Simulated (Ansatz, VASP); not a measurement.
TiO2: VASP beside Ansatz

```xyz
6
Lattice="4.5786 0.0000 0.0000 0.0000 4.5786 0.0000 0.0000 0.0000 2.9491" Properties=species:S:1:pos:R:3 pbc="T T T"
Ti    0.0000    0.0000    0.0000
Ti    2.2893    2.2893    1.4746
O     1.4011    1.4011    0.0000
O     0.8883    3.6904    1.4746
O     3.1776    3.1776    0.0000
O     3.6904    0.8883    1.4746
```

Change from the starting cell: volume scaled by 0.99.

Alike in both runs: task single point; functional PBE; k mesh 7 × 7 × 10; occupations fermi-dirac, width 0.05 eV; no spin polarisation.

|  | VASP | Ansatz |
| --- | --- | --- |
| version | VASP 6.6.1 | Ansatz 0.2.0 |
| potentials or method | VASP PAW PBE potentials, release 64 (Ti_sv, O), cutoff 520 eV | all-electron LAPW, scalar-relativistic |

Ansatz gave:

| Quantity | Value |
| --- | --- |
| gap on the k mesh at the Fermi level (eV) | 1.95 |
| pressure (GPa) | 8.0 |
| traceless stress, the component that is largest in VASP (GPa) | -0.10 |
| rms of the force components (eV/Å) | 0.136 |

What did VASP give for the same quantities?

gap on the k mesh at the Fermi level (eV): 1.93; pressure (GPa): 8.6; traceless stress, the component that is largest in VASP (GPa): 0.15; rms of the force components (eV/Å): 0.151.

Atom by atom the forces differ by 0.014 eV/Å (rms over components). Ansatz ran all-electron here, and VASP with PAW potentials.
